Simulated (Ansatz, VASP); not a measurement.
**Ge2N: VASP beside Ansatz**

INCAR

```
SYSTEM = Ge2N
PREC = Accurate
ENCUT = 600
EDIFF = 1E-6
ISMEAR = 0
SIGMA = 0.1
LREAL = .False.
LASPH = .True.
NELM = 100
ALGO = Normal
ISIF = 3
LWAVE = .False.
LCHARG = .False.
GGA = PE
IBRION = 2
NSW = 100
EDIFFG = -0.01
```

The input KPOINTS:

```
Automatic mesh
0
Gamma
  10 10 8
  0 0 0
```

The input POSCAR:

```
Ge2N
1.0
    4.1997957071      0.0000000000      0.0000000000
    0.0000000000      4.1997957071      0.0000000000
    0.0000000000      0.0000000000      5.4690024942
Ge N
4 2
Direct
    0.5000000000      0.0000000000      0.4913180533
    0.5000000000      0.0000000000      0.9913180533
    0.0000000000      0.5000000000      0.0086819467
    0.0000000000      0.5000000000      0.5086819467
    0.0000000000      0.0000000000      0.0000000000
    0.5000000000      0.5000000000      0.5000000000
```

Input for Ansatz:

```yaml
crystal:
  lattice:
    - [4.1997957071, 0.0, 0.0]
    - [0.0, 4.1997957071, 0.0]
    - [0.0, 0.0, 5.4690024942]
  atoms:
    - { symbol: Ge, position: [0.5, 0.0, 0.4913180533] }
    - { symbol: Ge, position: [0.5, 0.0, 0.9913180533] }
    - { symbol: Ge, position: [0.0, 0.5, 0.0086819467] }
    - { symbol: Ge, position: [0.0, 0.5, 0.5086819467] }
    - { symbol: "N", position: [0.0, 0.0, 0.0] }
    - { symbol: "N", position: [0.5, 0.5, 0.5] }
basis:
  ecutwfc: 420
kpoints:
  mp_grid: { grid: [10, 10, 8] }
hamiltonian:
  xc: pbe
scf:
  occupations: { method: gaussian, width: 0.1 }
output:
  forces: true
  stress: true
  eigenvalues: true
  write_density: true
  write_potential: true
  elf: true
  volumetric_format: npy
relax:
  adjacent_minimum: "off"
  f_tol: 0.01
  max_steps: 80
  cell: { stress_tol: 0.05 }
```

Alike in both runs: task relaxation of cell and atoms; functional PBE; k mesh 10 × 10 × 8; occupations gaussian, width 0.1 eV; no spin polarisation.

|  | VASP | Ansatz |
| --- | --- | --- |
| version | VASP 6.6.1 | Ansatz 0.2.0 |
| potentials or method | VASP PAW PBE potentials, release 64 (Ge_d, N), cutoff 600 eV | scalar-relativistic, plane waves, PAW |
| valence electrons in the cell | 66 | 66 |

|  | VASP | Ansatz | Ansatz less VASP |
| --- | --- | --- | --- |
| gap on the k mesh at the Fermi level, each at its own relaxed structure (eV) | none | none | - |
| relaxed volume (Å³/atom) | 15.96 | 15.96 | +0.005 |
| relaxed cell length with the largest relative difference (Å) | 5.398 | 5.464 | +0.0659 |

A gap of «none» marks a metal or a gap that the smearing closes.
